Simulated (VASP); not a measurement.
The system is Li2Y2Sn.

```xyz
5
Lattice="3.8841 0.0000 0.0000 -1.9420 3.3637 0.0000 0.0000 0.0000 7.5394" Properties=species:S:1:pos:R:3 pbc="T T T"
Li    0.0000    2.2425    0.0000
Li    1.9420    1.1212    0.0000
Y     0.0000    0.0000    2.4052
Y     0.0000    0.0000    5.1342
Sn    0.0000    0.0000    0.0000
```

The cell was generated, and may not be a known phase.

* Program: VASP 6.6.1
* Task: relaxation of cell and atoms
* Functional: PBE
* Potentials or basis: VASP PAW PBE potentials, release 64 (Li_sv, Y_sv, Sn_d)
* Cutoff: 600 eV
* k mesh: 5 × 5 × 2
* Occupations: gaussian, width 0.2 eV
* Spin: no spin polarisation

At the start: pressure 33.9 GPa; volume 19.70 Å³/atom.

Task: Where does the relaxation end?

Result: Over 11 steps the energy falls by 902.8 meV/atom and the volume is 31.15 Å³/atom (+58.1 %); space group P6/mmm (No. 191, to 0.1 Å) before and after.

The path:
```
step  energy change (eV)  largest force (eV/Å)  pressure (GPa)  volume (Å³)
   1              0.0000                5.5038           33.95        98.50
   2             -3.1697                1.9900           -1.53       169.35
   3             -3.8006                1.7687            4.01       134.44
   4             -3.8003                1.8489            3.38       136.56
   5             -4.3233                1.2550            0.10       151.79
   6             -4.4053                0.8023           -1.27       163.47
   7             -4.4064                0.8628           -1.13       161.88
   8             -4.4797                0.3355           -0.14       157.44
   9             -4.4849                0.1291            0.26       155.97
  10             -4.5101                0.0798            0.21       155.83
  11             -4.5138                0.0571            0.19       155.74
```

Final structure:
```yaml
crystal:
  lattice:
    - [4.45656, 0.00000, 0.00000]
    - [-2.22828, 3.85950, 0.00000]
    - [0.00000, 0.00000, 9.05480]
  atoms:
    - { symbol: Li, position: [0.33333, 0.66667, 0.00000] }
    - { symbol: Li, position: [0.66667, 0.33333, 0.00000] }
    - { symbol: Y, position: [0.00000, 0.00000, 0.32013] }
    - { symbol: Y, position: [0.00000, 0.00000, 0.67987] }
    - { symbol: Sn, position: [0.00000, 0.00000, 0.00000] }
```

Caveat: the k points lie up to 0.35 Å⁻¹ apart in the final cell; the cutoff is under 1.25 times the usual one of these potentials, so pressure, stress and relaxed cells hold a basis-set (Pulay) error; the volume moved by over 15 % at a fixed basis, so the end points are rough; the relaxation stopped at a loose force limit of 0.08 eV/Å, so its end isn't a converged minimum.
